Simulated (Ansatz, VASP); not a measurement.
## Two plane-wave programs on MgO

INCAR

```
SYSTEM = MgO
ALGO     = Normal         ! electronic algorithm
EDIFF    = 1E-6           ! SCF threshold, eV
ENCUT    = 520            ! plane-wave cutoff, eV
GGA      = PE             ! functional
ISIF     = 2              ! what is computed and relaxed
ISMEAR   = -1             ! smearing method
LASPH    = .TRUE.         ! aspherical terms in the spheres
LCHARG   = .FALSE.        ! write CHGCAR
LREAL    = .FALSE.        ! projectors in reciprocal space
LWAVE    = .FALSE.        ! write WAVECAR
NBANDS   = 11             ! bands
NELM     = 60             ! most SCF steps
PREC     = Accurate       ! precision mode
SIGMA    = 0.02           ! smearing width, eV
```

KPOINTS

```
k-points
0
G
  10 10 10
  0 0 0
```

The input POSCAR:

```
MgO
1.0
    0.0171326694      2.1021680256      2.1021680256
    2.1021680256      0.0171326694      2.1021680256
    2.1193006950      2.1193006950      0.0000000000
Mg O
1 1
Direct
    0.0000000000      0.0000000000      0.0000000000
    0.5000000000      0.5000000000      0.5000000000
```

Input for Ansatz:

```yaml
crystal:
  lattice:
    - [0.0171326694, 2.1021680256, 2.1021680256]
    - [2.1021680256, 0.0171326694, 2.1021680256]
    - [2.119300695, 2.119300695, 0.0]
  atoms:
    - { symbol: Mg, position: [0.0, 0.0, 0.0] }
    - { symbol: O, position: [0.5, 0.5, 0.5] }
kpoints:
  mp_grid: { grid: [10, 10, 10] }
  band_path:
    path:
      - [0.0, 0.0, 0.0]
      - [0.5, 0.0, 0.5]
      - [0.625, 0.25, 0.625]
      - [0.375, 0.375, 0.75]
      - [0.5, 0.5, 0.5]
      - [0.5, 0.25, 0.75]
    npoints: 1
hamiltonian:
  xc: pbe
scf:
  occupations: { method: fermi_dirac, width: 0.02 }
  n_extra_bands: 4
output:
  forces: true
  stress: true
  eigenvalues: true
  write_density: true
  write_potential: true
  elf: true
  volumetric_format: npy
```

Change from the starting cell: shear_xy strain +1.6%.

Alike in both runs: task single point; functional PBE; k mesh 10 × 10 × 10; occupations fermi-dirac, width 0.02 eV; no spin polarisation.

```csv
,VASP,Ansatz
version,VASP 6.6.1,Ansatz 0.2.0
potentials or method,"VASP PAW PBE potentials, release 64 (Mg, O)","plane waves, PAW"
plane-wave cutoff (eV),520,420
valence electrons in the cell,8,16
```

|  | VASP | Ansatz | Ansatz less VASP |
| --- | --- | --- | --- |
| gap on the k mesh at the Fermi level (eV) | 4.72 | 4.73 | +0.017 |
| pressure (GPa) | 4.9 | 5.6 | +0.73 |
| traceless stress, the component that is largest in VASP (GPa) | -2.42 | -2.40 | +0.018 |

VASP's potentials hold 8 valence electrons a cell and Ansatz's 16, so a difference there can come from the potentials and not from the codes.
